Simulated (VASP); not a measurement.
**Ru: relaxation of cell and atoms with PBE**

Crystal: Ru.

```xyz
2
Lattice="2.7058 0.0000 0.0000 -1.3529 2.3433 0.0000 0.0000 0.0000 4.2819" Properties=species:S:1:pos:R:3 pbc="T T T"
Ru    0.0000    1.5622    1.0705
Ru    1.3529    0.7811    3.2114
```

```
Program                : VASP 6.6.1
Task                   : relaxation of cell and atoms
Functional             : PBE
Potentials or basis    : VASP PAW PBE potentials, release 64 (Ru_pv)
Cutoff                 : 600 eV
k mesh                 : 18 × 18 × 10
Occupations            : gaussian, width 0.1 eV
Spin                   : no spin polarisation
Dipole correction      : no
Further INCAR settings : ALGO = Fast; EDIFF = 1e-07; IBRION = 2; EDIFFG = -0.005; NSW = 100; ISIF = 3
```

The relaxed volume is 13.76 Å³/atom and the relaxed cell is a = 2.719 Å, b = 2.719 Å, c = 4.296 Å, α = 90.00°, β = 90.00°, γ = 120.00°. The space group after relaxing (to 0.1 Å) is P6_3/mmc (No. 194), the energy gained by relaxing is 2.5 meV/atom and the ionic steps are 6. The pressure after relaxing is 0.0 GPa and the band gap on the k mesh is zero (bands 14 and 15 overlap by 3.07 eV).

The path:
```
step  energy change (eV)  largest force (eV/Å)  pressure (GPa)  volume (Å³)
   1              0.0000                0.0000            4.34        27.15
   2              0.0350                0.0000          -11.13        28.62
   3             -0.0049                0.0000           -0.06        27.52
   4             -0.0049                0.0000            0.03        27.51
   5             -0.0049                0.0000            0.05        27.51
   6             -0.0050                0.0000            0.04        27.51
```

Final structure:
```
Ru
1.0
     2.71939    0.00000    0.00000
    -1.35969    2.35506    0.00000
     0.00000    0.00000    4.29612
Ru
2
Direct
  0.33333 0.66667 0.25000
  0.66667 0.33333 0.75000
```

Levels at points of the mesh, in eV from the Fermi level:
```
           k point  band 10  band 11  band 12  band 13  band 14  band 15  band 16  band 17  band 18
(0.00, 0.00, 0.00)    -2.54    -2.35    -1.87    -1.87    -1.37    -1.37     1.17     1.17     1.30
(0.50, 0.00, 0.00)    -2.96    -2.02    -1.77    -1.48     1.39     1.80     1.89     4.00     6.03
(0.00, 0.00, 0.50)    -2.70    -2.70    -2.70    -2.65    -2.65     0.54     0.54     0.54     0.54
(0.50, 0.00, 0.50)    -4.43    -1.04    -1.04     0.45     0.45     1.64     1.64     3.35     3.35
```

Run time: 2.9 min on 1 thread of Intel(R) Xeon(R) 6975P-C (Granite Rapids), with other jobs on the host, peak memory 0.25 GiB.

PBE usually gives volumes a little too large and moduli too small. Zero-point motion and thermal expansion aren't in these numbers.
